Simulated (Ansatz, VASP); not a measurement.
# One calculation of KCl, two programs

```
K Cl
1.0
     0.00000    3.14647    3.14647
     3.14647    0.00000    3.14647
     3.14647    3.14647    0.00000
K Cl
1 1
Direct
  0.00000 0.00000 0.00000
  0.50000 0.50000 0.50000
```

Alike in both runs: functional PBE; k mesh 8 × 8 × 8; occupations fermi-dirac, width 0.02 eV; no spin polarisation.

Ansatz relaxed the structure, and its values are those at the end. VASP's run is a single point on that final structure, the one shown.

```csv
,VASP,Ansatz
version,VASP 6.6.1,Ansatz 0.2.0
potentials or method,"VASP PAW PBE potentials, release 64 (K_sv, Cl)","plane-wave PAW, scalar-relativistic"
plane-wave cutoff (eV),520,420
valence electrons in the cell,16,16
```

|  | VASP | Ansatz | Ansatz less VASP |
| --- | --- | --- | --- |
| gap on the k mesh at the Fermi level (eV) | 5.19 | 5.19 | +0.002 |
| pressure (GPa) | 0.8 | 0.8 | -0.03 |

The functional is the same, so the differences come from potentials, cutoffs and numerics. Ansatz's warnings: stress scf threshold loose.
